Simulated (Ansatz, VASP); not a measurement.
## AlN in VASP and in Ansatz

Contents of INCAR:

```
PREC = Accurate ; ENCUT = 520
EDIFF = 1E-6 ; ISMEAR = -1
SIGMA = 0.05 ; LREAL = F
LASPH = T ; NELM = 100
ALGO = Normal ; ISIF = 2
LWAVE = F ; LCHARG = F
NBANDS = 16
```

File KPOINTS:

```
Automatic mesh
0
Gamma
  10 10 6
```

File POSCAR:

```
AlN
1.0
    3.1539652241      0.0000000000      0.0000000000
   -1.5769826120      2.7314140067      0.0000000000
    0.0000000000      0.0000000000      5.0465469904
Al N
2 2
Direct
    0.6666666667      0.3333333333      0.5000000000
    0.3333333333      0.6666666667      0.0000000000
    0.6666666667      0.3333333333      0.8800000000
    0.3333333333      0.6666666667      0.3800000000
```

Contents of input.yaml:

```yaml
crystal:
  lattice:
    - [3.1539652241, 0.0, 0.0]
    - [-1.576982612, 2.7314140067, 0.0]
    - [0.0, 0.0, 5.0465469904]
  atoms:
    - { symbol: Al, position: [0.6666666667, 0.3333333333, 0.5] }
    - { symbol: Al, position: [0.3333333333, 0.6666666667, 0.0] }
    - { symbol: "N", position: [0.6666666667, 0.3333333333, 0.88] }
    - { symbol: "N", position: [0.3333333333, 0.6666666667, 0.38] }
hamiltonian:
  xc: lda
  pseudopotentials: { kind: paw }
kpoints:
  mp_grid: { grid: [10, 10, 6] }
scf:
  occupations: { method: fermi_dirac, width: 0.05 }
output:
  forces: true
  stress: true
  eigenvalues: true
  write_density: true
  write_potential: true
  elf: true
  volumetric_format: npy
```

Alike in both runs: task single point; functional LDA; k mesh 10 × 10 × 6; occupations fermi-dirac, width 0.05 eV; no spin polarisation.

|  | VASP | Ansatz |
| --- | --- | --- |
| version | VASP 6.6.1 | Ansatz 0.2.0 |
| potentials or method | VASP PAW LDA potentials, release 64 (Al, N) | Ansatz PAW |
| plane-wave cutoff (eV) | 520 | 420 |
| valence electrons in the cell | 16 | 16 |

|  | VASP | Ansatz | Ansatz less VASP |
| --- | --- | --- | --- |
| gap on the k mesh at the Fermi level (eV) | 3.90 | 3.90 | -0.006 |
| least direct gap on the mesh (eV) | 3.90 | 3.90 | -0.006 |
| pressure (GPa) | -11.2 | -11.6 | -0.41 |
| traceless stress, the component that is largest in VASP (GPa) | 1.26 | 1.24 | -0.023 |
| rms of the force components (eV/Å) | 0.053 | 0.051 | -0.0015 |

LDA's correlation is that of Perdew and Zunger in VASP and of Perdew and Wang (1992) in Ansatz. Atom by atom the forces differ by 0.001 eV/Å (rms over components).
